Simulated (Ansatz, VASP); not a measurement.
# Two plane-wave programs on Si2Mo

The input INCAR:

```
ALGO = Normal ; EDIFF = 1E-7
ENCUT = 520 ; GGA = CA
ISIF = 2 ; ISMEAR = 1
LASPH = True ; LCHARG = True
LELF = True ; LREAL = False
LVHAR = True ; LWAVE = False
NBANDS = 18 ; NELM = 80
PREC = Accurate ; SIGMA = 0.1
```

File KPOINTS:

```
k-points
0
Gamma
  13 13 13
```

The input POSCAR:

```
Si2Mo
1.0
   -1.6000000000      1.6000000000      3.9305000000
    1.6000000000     -1.6000000000      3.9305000000
    1.6000000000      1.6000000000     -3.9305000000
Si Mo
2 1
Direct
    0.3330000000      0.3330000000      0.0000000000
    0.6670000000      0.6670000000      0.0000000000
    0.0625000000      0.0000000000      0.0625000000
```

Input for Ansatz:

```yaml
crystal:
  lattice:
    - [-1.6, 1.6, 3.9305]
    - [1.6, -1.6, 3.9305]
    - [1.6, 1.6, -3.9305]
  atoms:
    - { symbol: Si, position: [0.333, 0.333, 0.0] }
    - { symbol: Si, position: [0.667, 0.667, 0.0] }
    - { symbol: Mo, position: [0.0625, 0.0, 0.0625] }
basis:
  ecutwfc: 550.0
kpoints:
  mp_grid:
    grid: [13, 13, 13]
hamiltonian:
  xc: lda
  pseudopotentials:
    kind: paw
scf:
  occupations:
    method: methfessel_paxton
    width: 0.1
output:
  forces: true
```

Alike in both runs: task single point; functional LDA; k mesh 13 × 13 × 13; occupations methfessel-paxton of order 1, width 0.1 eV; no spin polarisation.

|  | VASP | Ansatz |
| --- | --- | --- |
| version | VASP 6.6.1 | Ansatz 0.2.0 |
| potentials or method | VASP PAW LDA potentials, release 64 (Si, Mo_sv), cutoff 520 eV | plane waves, PAW |
| valence electrons in the cell | 22 | 22 |

Ansatz gave:

```
rms of the force components (eV/Å) : 0.724
```

Question: Estimate VASP's values.

Answer: rms of the force components (eV/Å): 0.734.

LDA's correlation is that of Perdew and Zunger in VASP and of Perdew and Wang (1992) in Ansatz. Atom by atom the forces differ by 0.013 eV/Å (rms over components).
